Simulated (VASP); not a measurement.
Input of a VASP 6.6.1 run:

Contents of POSCAR:

```
C
1.0
    0.0000000000      1.9260720000      1.6407280000
    1.9260720000      0.0000000000      1.6407280000
    1.9260720000      1.9260720000      0.0000000000
C
2
Direct
    0.5000000000      0.5000000000      0.5000000000
    0.7500000000      0.7500000000      0.7500000000
```

INCAR.step1

```
ALGO = Normal
EDIFF = 1E-4
ENCUT = 520
GGA = PE
ISMEAR = 0
LASPH = True
LCHARG = False
LREAL = False
LWAVE = True
NBANDS = 11
NELM = 80
PREC = Accurate
SIGMA = 0.05
```

File INCAR.step2:

```
ALGO = Normal
EDIFF = 1E-6
ENCUT = 520
ISIF = 2
ISMEAR = 0
ISTART = 1
LASPH = True
LCHARG = False
LMIXTAU = True
LREAL = False
LWAVE = False
METAGGA = R2SCAN
NBANDS = 11
NELM = 80
PREC = Accurate
SIGMA = 0.05
```

File KPOINTS:

```
k-points
0
Gamma
  12 12 12
```

Potentials or basis: VASP PAW PBE potentials, release 64 (C).

Run with:

```bash
$ cat potpaw_PBE.64/C/POTCAR > POTCAR
$ cp INCAR.step1 INCAR
$ mpirun -np 1 vasp_std > vasp.out
$ cp INCAR.step2 INCAR
$ mpirun -np 1 vasp_std > vasp.out
```

Q: What does it give for the band gap on the k mesh?

A: 0.41 eV, indirect (least direct gap 3.17 eV).

Q: Estimate the pressure.

A: -27.8 GPa.

Stress tensor (GPa, compression positive):
```
-68.19   0.00   0.00
  0.00 -68.19   0.00
  0.00   0.00  52.88
```

Caveat: the cell differs from its parent crystal (strain +0.080 along x and y, -0.080 along z); the PAW data sets were made with another functional, which shifts forces and pressure a little. A k mesh can miss the band edges.
